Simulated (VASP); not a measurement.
# TaN (P6_3/mmc) in VASP: single point with PBEsol

Aim: the single point of TaN with PBEsol.

Program: VASP 6.6.1. These are calculated values, not measurements. Logs are shortened: lines on timing, memory, paths and dates and some standing lists are left out, and cuts for length are marked.

### Step 1. The cell of the first run

Symmetry: P6_3/mmc, No. 194, hexagonal system. The conventional cell has a = 2.889 Å, b = 2.889 Å, c = 5.860 Å, α = 90.00°, β = 90.00°, γ = 120.00°. Ta (site symmetry -3m) has 6 N at 2.22 Å and 6 Ta at 2.89 Å within 2.9 Å. Within 2.9 Å of N (site symmetry -6m2) lie 6 Ta at 2.22 Å and 6 N at 2.89 Å.

### Step 2. Single point, PBEsol

The input, INCAR:

```
SYSTEM = TaN
  PREC = Accurate
  ENCUT = 520
  EDIFF = 1E-6
  ISMEAR = 0
  SIGMA = 0.15
  LREAL = .False.
  LASPH = .True.
  NELM = 80
  ALGO = Normal
  ISIF = 2
  LWAVE = .False.
  LCHARG = .False.
  GGA = PS
  NBANDS = 24
```

The input, KPOINTS:

```
regular mesh
0
Gamma
  15 15 8
  0 0 0
```

The input, POSCAR:

```
TaN
1.0
    2.8891806446      0.0000000000      0.0000000000
   -1.4445903223      2.5021038344      0.0000000000
    0.0000000000      0.0000000000      5.8600190937
Ta N
2 2
Direct
    0.0000000000      0.0000000000      0.0000000000
    0.0000000000      0.0000000000      0.5000000000
    0.3333333333      0.6666666667      0.2500000000
    0.6666666667      0.3333333333      0.7500000000
```

Potentials or basis: VASP PAW PBE potentials, release 64 (Ta_pv, N).

The run is started by

```sh
$ cat potpaw_PBE.64/Ta_pv/POTCAR potpaw_PBE.64/N/POTCAR > POTCAR
$ mpirun -np 1 vasp_std > vasp.out
```

OUTCAR:

```text
SYSTEM = TaN
   PREC = Accurate
   ENCUT = 520
   EDIFF = 1E-6
   ISMEAR = 0
   LREAL = .False.
   LASPH = .True.
   NELM = 80
   ISIF = 2
   GGA = PS

 ion  position               nearest neighbor table
   1  0.000  0.000  0.000-   3 2.22   4 2.22   4 2.22   3 2.22   4 2.22   3 2.22   2 2.93   2 2.93

   2  0.000  0.000  0.500-   3 2.22   4 2.22   4 2.22   3 2.22   4 2.22   3 2.22   1 2.93   1 2.93

   3  0.333  0.667  0.250-   1 2.22   2 2.22   1 2.22   2 2.22   1 2.22   2 2.22
   4  0.667  0.333  0.750-   1 2.22   2 2.22   1 2.22   2 2.22   1 2.22   2 2.22

  LATTYP: Found a hexagonal cell.
 ALAT       =     2.8891806446
 C/A-ratio  =     2.0282633087

  Lattice vectors:

 A1 = (   2.8891806446,   0.0000000000,   0.0000000000)
 A2 = (  -1.4445903223,   2.5021038344,   0.0000000000)
 A3 = (   0.0000000000,   0.0000000000,   5.8600190937)

Analysis of symmetry for initial positions (statically):
=====================================================================
 Subroutine PRICEL returns:
 Original cell was already a primitive cell.

 Routine SETGRP: Setting up the symmetry group for a
 hexagonal supercell.

 Subroutine GETGRP returns: Found 24 space group operations
 (whereof 12 operations were pure point group operations)
 out of a pool of 24 trial point group operations.

The static configuration has the point symmetry D_3d.
 The point group associated with its full space group is D_6h.

Analysis of symmetry for dynamics (positions and initial velocities):
=====================================================================
 Subroutine PRICEL returns:
 Original cell was already a primitive cell.

 Routine SETGRP: Setting up the symmetry group for a
 hexagonal supercell.

 Subroutine GETGRP returns: Found 24 space group operations
 (whereof 12 operations were pure point group operations)
 out of a pool of 24 trial point group operations.

The dynamic configuration has the point symmetry D_3d.
 The point group associated with its full space group is D_6h.

 Subroutine INISYM returns: Found 24 space group operations
 (whereof 12 operations are pure point group operations),
 and found     1 'primitive' translations

----------------------------------------------------------------------------------------

                                     Primitive cell

  volume of cell :      42.3623

  direct lattice vectors                    reciprocal lattice vectors
     2.889180645  0.000000000  0.000000000     0.346118891  0.199831835  0.000000000
    -1.444590322  2.502103834  0.000000000     0.000000000  0.399663670  0.000000000
[... 86 lines left out ...]
   LASPH  =      T    aspherical Exc in radial PAW
   ENCUT  =  520.0 eV  38.22 Ry    6.18 a.u.   5.37  5.37 10.90*2*pi/ulx,y,z
   NELM   =     80;   NELMIN=  2; NELMDL= -5     # of ELM steps
   EDIFF  = 0.1E-05   stopping-criterion for ELM
   LREAL  =      F    real-space projection
   EDIFFG = 0.1E-04   stopping-criterion for IOM
   NSW    =      0    number of steps for IOM
   IBRION =     -1    ionic relax: 0-MD 1-quasi-New 2-CG
   NFREE  =      0    steps in history (QN), initial steepest desc. (CG)
   ISIF   =      2    stress and relaxation
   ISYM   =      2    0-nonsym 1-usesym 2-fastsym
   POTIM  = 0.5000    time-step for ionic-motion
   TEBEG  =    0.0;   TEEND  =   0.0 temperature during run
   PSTRESS=    0.0 pullay stress
   NELECT =      32.0000    total number of electrons
   NUPDOWN=      -1.0000    fix difference up-down
   EMIN   =  10.00;   EMAX   =-10.00  energy-range for DOS
   EFERMI =   0.00;   METHOD = LEGACY
   ISMEAR =     0;   SIGMA  =   0.15  broadening in eV -4-tet -1-fermi 0-gaus
   EFERMI_NEDOS =   21; number of points for ismear=-14 and -15
   IALGO  =     38    algorithm
   IMIX   =      4    mixing-type and parameters
     AMIX     =   0.40;   BMIX     =  1.00
     AMIX_MAG =   1.60;   BMIX_MAG =  1.00
  volume/ion in A,a.u.               =      10.59        71.47
  Fermi-wavevector in a.u.,A,eV,Ry     =   1.490957  2.817500 30.245111  2.222953
  Thomas-Fermi vector in A             =   2.603673
   LORBIT       =      0    0 simple, 1 ext, 2 COOP (PROOUT), +10 PAW based schemes
   GGA     = PS    functional components
   LHFCALC =     F    Hartree Fock is set to
   AEXX    =    0.0000 exact exchange contribution
   IVDW    =     0    specifies the selected vdW correction
   LEPSILON=     F    determine dielectric tensor
   LRPA    =     F    only Hartree local field effects (RPA)
 non-spin polarized calculation
 Gauss-broadening in eV      SIGMA  =   0.15
  energy-cutoff  :      520.00
  volume of cell :       42.36
 maximum number of plane-waves:      1174
 NGX is ok and might be reduce to    24
   NGX = 11   NGY = 11   NGZ = 21

 number of electron      31.9999997 magnetization

 Free energy of the ion-electron system (eV)
  ---------------------------------------------------
  ext. energy  EPLUGINS =         0.00000000
  ---------------------------------------------------
  free energy    TOTEN  =       -46.77479776 eV

  energy without entropy =      -46.76367967  energy(sigma->0) =      -46.76923872

 E-fermi :   8.2836     XC(G=0): -13.6016

 val. band max:        8.2481040990   @ k =   0.0667   0.0667   0.1250
 cond. band min:       8.2908835278   @ k =   0.2667   0.2667   0.1250
 fundamental gap:      0.0427794288
 Fermi energy:         8.2835980194

 k-point     1 :       0.0000    0.0000    0.0000
  band No.  band energies     occupation
      1     -27.2769      2.00000
      2     -26.4381      2.00000
      3     -26.1593      2.00000
      4     -26.1593      2.00000
      5     -26.0909      2.00000
      6     -26.0909      2.00000
[... 637 lines left out ...]
     23      15.0817      0.00000
     24      16.1493      0.00000

 [... further k-points ...]
[... 5 lines left out ...]
  --------------------------------------------------------------------------------------
  -------------------------------------------------------------------------------------
  Total        0.2919970      0.2919970      0.2614387      0.0000000     -0.0000000     -0.0000000
  in kB       11.0435807     11.0435807      9.8878408      0.0000000     -0.0000000     -0.0000000
  external PRESSURE =      10.6583341 kB  Pullay stress =       0.0000000 kB

 VOLUME and BASIS-vectors are now :
 -----------------------------------------------------------------------------
  energy-cutoff  :      520.00
  volume of cell :       42.36
      direct lattice vectors                 reciprocal lattice vectors
     2.889180645  0.000000000  0.000000000     0.346118891  0.199831835  0.000000000
    -1.444590322  2.502103834  0.000000000     0.000000000  0.399663670  0.000000000
     0.000000000  0.000000000  5.860019094     0.000000000  0.000000000  0.170647908

 POSITION                                       TOTAL-FORCE (eV/Angst)
 -----------------------------------------------------------------------------------
      0.00000      0.00000      0.00000         0.000000      0.000000      0.000000
      0.00000      0.00000      2.93001         0.000000      0.000000      0.000000
     -0.00000      1.66807      1.46500        -0.000000      0.000000     -0.000000
      1.44459      0.83403      4.39501         0.000000     -0.000000      0.000000
 -----------------------------------------------------------------------------------
    total drift:                               -0.000000      0.000000      0.000000

  FREE ENERGIE OF THE ION-ELECTRON SYSTEM (eV)
  ---------------------------------------------------
  free  energy   TOTEN  =       -46.7747977638 eV

  energy  without entropy=      -46.7636796676  energy(sigma->0) =      -46.76923872
```

It took 74 s on 1 thread of Intel Xeon Platinum 8488C (Sapphire Rapids), shared host; peak memory 0.26 GiB.

Results:

```
Free energy            : -46.7748 eV
Pressure               : 1.1 GPa
Band gap on the k mesh : zero (band 16 reaches 8.83 eV, above the bottom of band 17 at 7.85 eV)
```

Stress tensor (GPa, compression positive):
```
1.10 0.00 0.00
0.00 1.10 0.00
0.00 0.00 0.99
```

Levels at points of the mesh, in eV from the Fermi level:
| k point | band 14 | band 15 | band 16 | band 17 | band 18 | band 19 |
| --- | --- | --- | --- | --- | --- | --- |
| (0.00, 0.00, 0.00) | -1.99 | -1.99 | -0.26 | -0.26 | 0.56 | 0.56 |
| (0.00, 0.00, 0.50) | -3.95 | -0.70 | -0.70 | 1.02 | 1.02 | 1.02 |

Caveat: the PAW data sets were made with another functional, which shifts forces and pressure a little; spin-orbit coupling is left out, which moves the levels of the heavy elements.
